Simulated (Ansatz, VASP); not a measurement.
# Cd2Se in VASP and in Ansatz

The input INCAR:

```
SYSTEM = Cd2Se
PREC     = Accurate       ! precision mode
ENCUT    = 600            ! plane-wave cutoff, eV
EDIFF    = 1E-6           ! SCF threshold, eV
ISMEAR   = 0              ! smearing method
SIGMA    = 0.1            ! smearing width, eV
LREAL    = .FALSE.        ! projectors in reciprocal space
LASPH    = .TRUE.         ! aspherical terms in the spheres
NELM     = 60             ! most SCF steps
ALGO     = Normal         ! electronic algorithm
ISIF     = 3              ! what is computed and relaxed
LWAVE    = .FALSE.        ! write WAVECAR
LCHARG   = .FALSE.        ! write CHGCAR
GGA      = PE             ! functional
IBRION   = 2              ! ionic algorithm
NSW      = 90             ! ionic steps
EDIFFG   = -0.04          ! ionic threshold
```

Contents of KPOINTS:

```
Automatic mesh
0
G
  4 4 4
  0 0 0
```

File POSCAR:

```
Cd2Se
1.0
    0.0000000000      3.4672114300      3.4672114300
    3.4672114300      0.0000000000      3.4672114300
    3.4672114300      3.4672114300      0.0000000000
Cd Se
2 1
Direct
    0.0000000000      0.0000000000      0.0000000000
    0.2500000000      0.2500000000      0.2500000000
    0.5000000000      0.5000000000      0.5000000000
```

Input for Ansatz:

```yaml
crystal:
  lattice:
    - [0.0, 3.46721143, 3.46721143]
    - [3.46721143, 0.0, 3.46721143]
    - [3.46721143, 3.46721143, 0.0]
  atoms:
    - { symbol: Cd, position: [0.0, 0.0, 0.0] }
    - { symbol: Cd, position: [0.25, 0.25, 0.25] }
    - { symbol: Se, position: [0.5, 0.5, 0.5] }
basis:
  ecutwfc: 420
kpoints:
  mp_grid: { grid: [4, 4, 4] }
hamiltonian:
  xc: pbe
scf:
  occupations: { method: gaussian, width: 0.1 }
  lower_state_search: "off"
output:
  forces: true
  stress: true
  eigenvalues: true
relax:
  adjacent_minimum: "off"
  f_tol: 0.04
  max_steps: 70
  cell: { stress_tol: 0.4 }
```

Alike in both runs: task relaxation of cell and atoms; functional PBE; k mesh 4 × 4 × 4; occupations gaussian, width 0.1 eV; no spin polarisation.

|  | VASP | Ansatz |
| --- | --- | --- |
| version | VASP 6.6.1 | Ansatz 0.2.0 |
| potentials or method | VASP PAW PBE potentials, release 64 (Cd, Se), cutoff 600 eV | scalar-relativistic, plane waves, PAW |
| valence electrons in the cell | 30 | 56 |

VASP gave:

| Item | Value |
| --- | --- |
| gap on the k mesh at the Fermi level, each at its own relaxed structure (eV) | 0.26 |
| relaxed volume (Å³/atom) | 26.59 |
| relaxed cell length with the largest relative difference (Å) | 4.832 |

Problem. Estimate Ansatz's values.

Solution. gap on the k mesh at the Fermi level, each at its own relaxed structure (eV): 0.27; relaxed volume (Å³/atom): 26.44; relaxed cell length with the largest relative difference (Å): 4.823.

VASP's potentials hold 30 valence electrons a cell and Ansatz's 56, so a difference there can come from the potentials and not from the codes.
